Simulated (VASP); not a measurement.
# Cs2NdSe (P4/nmm) in VASP: single point with PBE

Aim: the single point of Cs2NdSe with PBE.

All numbers are computed with VASP 6.6.1; they aren't measurements. Logs are shortened: lines on timing, memory, paths and dates and some standing lists are left out, and cuts for length are marked.

### Step 1. The cell of the first run

Symmetry: P4/nmm, No. 129, tetragonal system. Conventional cell: a = 5.779 Å, b = 5.779 Å, c = 16.427 Å, α = 90.00°, β = 90.00°, γ = 90.00°. Within 5.4 Å of Cs (site symmetry -4m2) lie 8 Cs at 4.09 to 5.37 Å. Within 5.5 Å of Cs (site symmetry 4mm) lie 5 Nd at 4.21 to 5.17 Å and 4 Se at 4.68 Å and 4 Cs at 5.37 Å. Within 3.9 Å of Nd (site symmetry 4mm) lie 4 Se at 2.94 Å. Se (site symmetry -4m2) has 4 Nd at 2.94 Å within 3.9 Å.

The cell was generated, and may not be a known phase.

### Step 2. Single point, PBE

Input file INCAR:

```
SYSTEM = Cs2NdSe
ALGO     = Normal         ! electronic algorithm
EDIFF    = 1E-6           ! SCF threshold, eV
ENCUT    = 500            ! plane-wave cutoff, eV
GGA      = PE             ! functional
GGA_COMPAT= .False.      
ISIF     = 2              ! what is computed and relaxed
ISMEAR   = 0              ! smearing method
LASPH    = .True.         ! aspherical terms in the spheres
LCHARG   = .False.        ! write CHGCAR
LMAXMIX  = 6              ! l up to which the mixer works
LREAL    = .False.        ! projectors in reciprocal space
LWAVE    = .False.        ! write WAVECAR
NBANDS   = 45             ! bands
NELM     = 200            ! most SCF steps
PREC     = Accurate       ! precision mode
SIGMA    = 0.1            ! smearing width, eV
```

Input file KPOINTS:

```
k-points
0
Gamma
  8 8 4
  0 0 0
```

Input file POSCAR:

```
Cs2NdSe
1.0
    5.7786873040      0.0000000000      0.0000000000
    0.0000000000      5.7786873040      0.0000000000
    0.0000000000      0.0000000000     16.4267122621
Cs Nd Se
4 2 2
Direct
    0.5000000000      0.5000000000      0.0000000000
    0.0000000000      0.0000000000      0.0000000000
    0.0000000000      0.5000000000      0.2756613133
    0.5000000000      0.0000000000      0.7243386867
    0.0000000000      0.5000000000      0.5320005754
    0.5000000000      0.0000000000      0.4679994246
    0.5000000000      0.5000000000      0.5000000000
    0.0000000000      0.0000000000      0.5000000000
```

Potentials or basis: VASP PAW PBE potentials, release 64 (Cs_sv, Nd_3, Se), 4f in core.

The run is started by

```console
> cat potpaw_PBE.64/Cs_sv/POTCAR potpaw_PBE.64/Nd_3/POTCAR potpaw_PBE.64/Se/POTCAR > POTCAR
> mpirun -np 1 vasp_std > vasp.out
```

OUTCAR:

```text
SYSTEM = Cs2NdSe
   EDIFF = 1E-6
   ENCUT = 500
   GGA = PE
   ISIF = 2
   ISMEAR = 0
   LASPH = .True.
   LREAL = .False.
   NELM = 200
   PREC = Accurate

 ion  position               nearest neighbor table
   1  0.500  0.500  0.000-
   2  0.000  0.000  0.000-
   3  0.000  0.500  0.276-
   4  0.500  0.000  0.724-
   5  0.000  0.500  0.532-   7 2.94   8 2.94   8 2.94   7 2.94
   6  0.500  0.000  0.468-   7 2.94   8 2.94   7 2.94   8 2.94
   7  0.500  0.500  0.500-   5 2.94   6 2.94   6 2.94   5 2.94
   8  0.000  0.000  0.500-   5 2.94   6 2.94   5 2.94   6 2.94

  LATTYP: Found a simple tetragonal cell.
 ALAT       =     5.7786873040
 C/A-ratio  =     2.8426373323

  Lattice vectors:

 A1 = (   5.7786873040,   0.0000000000,   0.0000000000)
 A2 = (   0.0000000000,   5.7786873040,   0.0000000000)
 A3 = (   0.0000000000,   0.0000000000,  16.4267122621)

Analysis of symmetry for initial positions (statically):
=====================================================================
 Subroutine PRICEL returns:
 Original cell was already a primitive cell.

 Routine SETGRP: Setting up the symmetry group for a
 simple tetragonal supercell.

 Subroutine GETGRP returns: Found 16 space group operations
 (whereof  8 operations were pure point group operations)
 out of a pool of 16 trial point group operations.

The static configuration has the point symmetry D_2d.
 The point group associated with its full space group is D_4h.

Analysis of symmetry for dynamics (positions and initial velocities):
=====================================================================
 Subroutine PRICEL returns:
 Original cell was already a primitive cell.

 Routine SETGRP: Setting up the symmetry group for a
 simple tetragonal supercell.

 Subroutine GETGRP returns: Found 16 space group operations
 (whereof  8 operations were pure point group operations)
 out of a pool of 16 trial point group operations.

The dynamic configuration has the point symmetry D_2d.
 The point group associated with its full space group is D_4h.

 Subroutine INISYM returns: Found 16 space group operations
 (whereof  8 operations are pure point group operations),
 and found     1 'primitive' translations

----------------------------------------------------------------------------------------

[... 107 lines left out ...]
   NSW    =      0    number of steps for IOM
   IBRION =     -1    ionic relax: 0-MD 1-quasi-New 2-CG
   NFREE  =      0    steps in history (QN), initial steepest desc. (CG)
   ISIF   =      2    stress and relaxation
   ISYM   =      2    0-nonsym 1-usesym 2-fastsym
   POTIM  = 0.5000    time-step for ionic-motion
   TEBEG  =    0.0;   TEEND  =   0.0 temperature during run
   PSTRESS=    0.0 pullay stress
   NELECT =      70.0000    total number of electrons
   NUPDOWN=      -1.0000    fix difference up-down
   EMIN   =  10.00;   EMAX   =-10.00  energy-range for DOS
   EFERMI =   0.00;   METHOD = LEGACY
   ISMEAR =     0;   SIGMA  =   0.10  broadening in eV -4-tet -1-fermi 0-gaus
   EFERMI_NEDOS =   21; number of points for ismear=-14 and -15
   IALGO  =     38    algorithm
   IMIX   =      4    mixing-type and parameters
     AMIX     =   0.40;   BMIX     =  1.00
     AMIX_MAG =   1.60;   BMIX_MAG =  1.00
  volume/ion in A,a.u.               =      68.57       462.72
  Fermi-wavevector in a.u.,A,eV,Ry     =   0.824210  1.557531  9.242737  0.679322
  Thomas-Fermi vector in A             =   1.935855
   LORBIT       =      0    0 simple, 1 ext, 2 COOP (PROOUT), +10 PAW based schemes
   GGA     = PE    functional components
   LHFCALC =     F    Hartree Fock is set to
   AEXX    =    0.0000 exact exchange contribution
   IVDW    =     0    specifies the selected vdW correction
   LEPSILON=     F    determine dielectric tensor
   LRPA    =     F    only Hartree local field effects (RPA)
 non-spin polarized calculation
 Gauss-broadening in eV      SIGMA  =   0.10
  energy-cutoff  :      500.00
  volume of cell :      548.54
 maximum number of plane-waves:     13975
   NGX = 21   NGY = 21   NGZ = 59

 number of electron      69.9999996 magnetization

 Free energy of the ion-electron system (eV)
  ---------------------------------------------------
  ext. energy  EPLUGINS =         0.00000000
  ---------------------------------------------------
  free energy    TOTEN  =       -24.13400311 eV

  energy without entropy =      -24.08079270  energy(sigma->0) =      -24.10739790

 E-fermi :   1.4092     XC(G=0):  -6.4196

 val. band max:        1.4030885848   @ k =   0.3750   0.3750   0.2500
 cond. band min:       1.4110918268   @ k =   0.2500   0.2500   0.5000
 fundamental gap:      0.0080032419
 Fermi energy:         1.4091918822

 k-point     1 :       0.0000    0.0000    0.0000
  band No.  band energies     occupation
      1     -37.8304      2.00000
      2     -37.8139      2.00000
      3     -22.7232      2.00000
      4     -22.5732      2.00000
      5     -22.2190      2.00000
      6     -22.2189      2.00000
[... 1141 lines left out ...]
     44       2.9255      0.00000
     45       2.9695      0.00000

 [... further k-points ...]

------------------------ aborting loop because EDIFF is reached ----------------------------------------

  FORCE on cell =-STRESS in cart. coord.  units (eV):
  Direction    XX          YY          ZZ          XY          YZ          ZX
  --------------------------------------------------------------------------------------
  -------------------------------------------------------------------------------------
  Total        0.1682617      0.1682617      0.0237154      0.0000000     -0.0000000      0.0000000
  in kB        0.4914583      0.4914583      0.0692679      0.0000000     -0.0000000      0.0000000
  external PRESSURE =       0.3507282 kB  Pullay stress =       0.0000000 kB

 VOLUME and BASIS-vectors are now :
 -----------------------------------------------------------------------------
  energy-cutoff  :      500.00
  volume of cell :      548.54
      direct lattice vectors                 reciprocal lattice vectors
     5.778687304  0.000000000  0.000000000     0.173049682  0.000000000  0.000000000
     0.000000000  5.778687304  0.000000000     0.000000000  0.173049682  0.000000000
     0.000000000  0.000000000 16.426712262     0.000000000  0.000000000  0.060876454

 POSITION                                       TOTAL-FORCE (eV/Angst)
 -----------------------------------------------------------------------------------
      2.88934      2.88934      0.00000         0.000000      0.000000      0.000000
      0.00000      0.00000      0.00000        -0.000000      0.000000      0.000000
      0.00000      2.88934      4.52821        -0.000000      0.000000     -0.000593
      2.88934      0.00000     11.89850         0.000000      0.000000      0.000593
      0.00000      2.88934      8.73902        -0.000000      0.000000      0.012180
      2.88934      0.00000      7.68769        -0.000000      0.000000     -0.012180
      2.88934      2.88934      8.21336        -0.000000      0.000000      0.000000
      0.00000      0.00000      8.21336        -0.000000     -0.000000      0.000000
 -----------------------------------------------------------------------------------
    total drift:                                0.000000     -0.000000     -0.000000

  FREE ENERGIE OF THE ION-ELECTRON SYSTEM (eV)
  ---------------------------------------------------
  free  energy   TOTEN  =       -24.1340031079 eV

  energy  without entropy=      -24.0807926987  energy(sigma->0) =      -24.10739790
```

OSZICAR:

```text
N       E                     dE             d eps       ncg     rms          rms(c)
DAV:   1     0.577513065080E+03    0.57751E+03   -0.26387E+04  4090   0.120E+03
DAV:   2     0.401780456865E+02   -0.53734E+03   -0.52758E+03  5451   0.259E+02
DAV:   3    -0.245143372198E+02   -0.64692E+02   -0.64298E+02  5690   0.820E+01
DAV:   4    -0.273749412539E+02   -0.28606E+01   -0.28313E+01  6356   0.175E+01
DAV:   5    -0.274882837123E+02   -0.11334E+00   -0.11305E+00  6079   0.242E+00    0.859E+00
DAV:   6    -0.270808022028E+02    0.40748E+00   -0.43017E+01  5226   0.572E+00    0.590E+00
DAV:   7    -0.241210487003E+02    0.29598E+01   -0.18612E+01  5033   0.360E+00    0.367E+00
DAV:   8    -0.241404670555E+02   -0.19418E-01   -0.81111E-01  5692   0.220E+00    0.115E+00
DAV:   9    -0.241414951793E+02   -0.10281E-02   -0.32018E-01  5474   0.795E-01    0.411E-01
DAV:  10    -0.241336112278E+02    0.78840E-02   -0.99765E-02  6151   0.338E-01    0.226E-01
DAV:  11    -0.241335350946E+02    0.76133E-04   -0.71100E-03  5261   0.134E-01    0.870E-02
DAV:  12    -0.241339679572E+02   -0.43286E-03   -0.91891E-04  4948   0.984E-02    0.251E-02
DAV:  13    -0.241339898449E+02   -0.21888E-04   -0.75502E-05  5351   0.229E-02    0.116E-02
DAV:  14    -0.241340022587E+02   -0.12414E-04   -0.42278E-05  4996   0.133E-02    0.508E-03
DAV:  15    -0.241340031079E+02   -0.84918E-06   -0.39528E-06  3447   0.491E-03
   1 F= -.24134003E+02 E0= -.24107398E+02  d E =-.532104E-01
```

It took 17 min on 1 thread of AMD EPYC 9R14 (Zen 4), shared host; peak memory 1 GiB.

What came out:

- Free energy: -24.1340 eV
- Pressure: 0.0 GPa
- Largest force: 0.012 eV/Å
- Band gap on the k mesh: zero (bands 35 and 36 overlap by 1.06 eV)

Forces on the atoms (eV/Å):
```
Cs   0.000  0.000  0.000
Cs   0.000  0.000  0.000
Cs   0.000  0.000 -0.001
Cs   0.000  0.000  0.001
Nd   0.000  0.000  0.012
Nd   0.000  0.000 -0.012
Se   0.000  0.000  0.000
Se   0.000  0.000  0.000
```

Levels at points of the mesh, in eV from the Fermi level:
```csv
k point,band 33,band 34,band 35,band 36,band 37,band 38
"(0.00, 0.00, 0.00)",-1.68,-1.12,-0.84,-0.56,-0.27,0.30
"(0.50, 0.00, 0.00)",-0.39,-0.39,0.14,0.14,0.35,0.35
"(0.50, 0.50, 0.00)",-0.07,-0.07,0.18,0.18,0.50,0.50
"(0.00, 0.00, 0.50)",-1.58,-1.16,-1.12,-0.27,-0.27,0.30
"(0.50, 0.00, 0.50)",-0.30,-0.30,-0.13,-0.13,0.64,0.64
"(0.50, 0.50, 0.50)",-0.15,-0.15,0.50,0.50,0.51,0.51
```

Caveat: spin-orbit coupling is left out, which moves the levels of the heavy elements; the 4f electrons are frozen in the core, so they carry no moment and show no levels; the run has no spin polarisation, though such a crystal can be magnetic. With open d or f shells a metallic result of PBE can be an artefact of self-interaction; +U or a hybrid may open a gap.
